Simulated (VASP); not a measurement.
# Rh: single point with PBE

Crystal: Rh.

```xyz
2
Lattice="2.7783 0.0000 0.0000 -1.3891 2.4061 0.0000 0.0000 0.0000 4.4711" Properties=species:S:1:pos:R:3 pbc="T T T"
Rh    1.3891    0.8020    3.3533
Rh    0.0000    1.6040    1.1178
```

This isn't the form of Rh at room conditions, which is fcc.

* Program: VASP 6.6.1
* Task: single point
* Functional: PBE
* Potentials or basis: VASP PAW PBE potentials, release 64 (Rh_pv)
* Cutoff: 500 eV
* k mesh: 21 × 21 × 12
* Occupations: gaussian, width 0.15 eV
* Spin: no spin polarisation

```yaml
Pressure: -12.6 GPa
Band_gap_on_the_k_mesh: zero (bands 15 and 16 overlap by 2.07 eV)
```

Levels at points of the mesh, in eV from the Fermi level:
| k point | band 12 | band 13 | band 14 | band 15 | band 16 | band 17 | band 18 | band 19 |
| --- | --- | --- | --- | --- | --- | --- | --- | --- |
| (0.00, 0.00, 0.00) | -2.20 | -2.20 | -1.71 | -1.71 | 0.12 | 0.12 | 0.88 | 7.91 |
| (0.00, 0.00, 0.50) | -2.77 | -2.77 | -2.77 | -0.39 | -0.39 | -0.39 | -0.39 | 14.48 |

Run time: 3.2 min on 1 thread of Oxide Virtual Turin-like Processor, with other jobs on the host, peak memory 0.24 GiB.

Caveat: the cell stands under tension.
